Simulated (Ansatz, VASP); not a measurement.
This is a calculation of Ga2O3 for VASP 6.6.1.

The input INCAR:

```
PREC     = Accurate       # precision mode
ENCUT    = 520            # plane-wave cutoff, eV
EDIFF    = 1E-6           # SCF threshold, eV
ISMEAR   = -1             # smearing method
SIGMA    = 0.05           # smearing width, eV
LREAL    = F              # projectors in reciprocal space
LASPH    = T              # aspherical terms in the spheres
NELM     = 80             # most SCF steps
ALGO     = Normal         # electronic algorithm
ISIF     = 2              # what is computed and relaxed
LWAVE    = F              # write WAVECAR
LCHARG   = F              # write CHGCAR
GGA      = RE             # functional
IVDW     = 12             # dispersion correction
NBANDS   = 55             # bands
```

The input KPOINTS:

```
regular mesh
0
Gamma
  9 9 5
```

The input POSCAR:

```
Ga2O3
1.0
    6.2267755065     -1.5483330515      0.0000000000
    6.2267755065      1.5483330515      0.0000000000
   -1.4131720500      0.0000000000      5.7404290996
Ga O
4 6
Direct
    0.3413400000      0.3413400000      0.6859800000
    0.6586600000      0.6586600000      0.3140200000
    0.9095000000      0.9095000000      0.2054000000
    0.0905000000      0.0905000000      0.7946000000
    0.5041000000      0.5041000000      0.7434000000
    0.4959000000      0.4959000000      0.2566000000
    0.8267000000      0.8267000000      0.4368000000
    0.1733000000      0.1733000000      0.5632000000
    0.8355000000      0.8355000000      0.8902000000
    0.1645000000      0.1645000000      0.1098000000
```

Potentials or basis: VASP PAW PBE potentials, release 64 (Ga_d, O).

The run is started by

```sh
$ cat potpaw_PBE.64/Ga_d/POTCAR potpaw_PBE.64/O/POTCAR > POTCAR
$ mpirun -np 1 vasp_std > vasp.out
```

Set up the same calculation for Ansatz 0.2.0. Potentials there: Ansatz PAW.

As run (the cutoff follows the program's own potentials):

Contents of input.yaml:

```yaml
crystal:
  lattice:
    - [6.2267755065, -1.5483330515, 0.0]
    - [6.2267755065, 1.5483330515, 0.0]
    - [-1.41317205, 0.0, 5.7404290996]
  atoms:
    - { symbol: Ga, position: [0.34134, 0.34134, 0.68598] }
    - { symbol: Ga, position: [0.65866, 0.65866, 0.31402] }
    - { symbol: Ga, position: [0.9095, 0.9095, 0.2054] }
    - { symbol: Ga, position: [0.0905, 0.0905, 0.7946] }
    - { symbol: O, position: [0.5041, 0.5041, 0.7434] }
    - { symbol: O, position: [0.4959, 0.4959, 0.2566] }
    - { symbol: O, position: [0.8267, 0.8267, 0.4368] }
    - { symbol: O, position: [0.1733, 0.1733, 0.5632] }
    - { symbol: O, position: [0.8355, 0.8355, 0.8902] }
    - { symbol: O, position: [0.1645, 0.1645, 0.1098] }
hamiltonian:
  xc: revpbe
  pseudopotentials: { kind: paw }
  dispersion: d3bj
kpoints:
  mp_grid: { grid: [9, 9, 5] }
scf:
  occupations: { method: fermi_dirac, width: 0.05 }
output:
  forces: true
  stress: true
  eigenvalues: true
```

Potentials or basis: Ansatz PAW.

Run with:

```console
$ ansatz run input.yaml --threads 2 --pin off --max-ram 5120MiB --backend cpu --events-out ev --progress --plain --runs-dir out
```

Both were run:

|  | VASP | Ansatz | Ansatz less VASP |
| --- | --- | --- | --- |
| gap on the k mesh at the Fermi level (eV) | 1.98 | 1.99 | +0.013 |
| least direct gap on the mesh (eV) | 2.01 | 2.02 | +0.011 |
| pressure (GPa) | -3.7 | -4.2 | -0.42 |
| traceless stress, the component that is largest in VASP (GPa) | 0.42 | 0.45 | +0.035 |
| rms of the force components (eV/Å) | 0.050 | 0.042 | -0.0083 |

VASP's potentials were made for PBE, not for revPBE. Atom by atom the forces differ by 0.012 eV/Å (rms over components).

Noted on Ansatz's run: odd divisions of the mesh miss points on the zone boundary, where band edges often lie, so the gap on the mesh can be too wide.
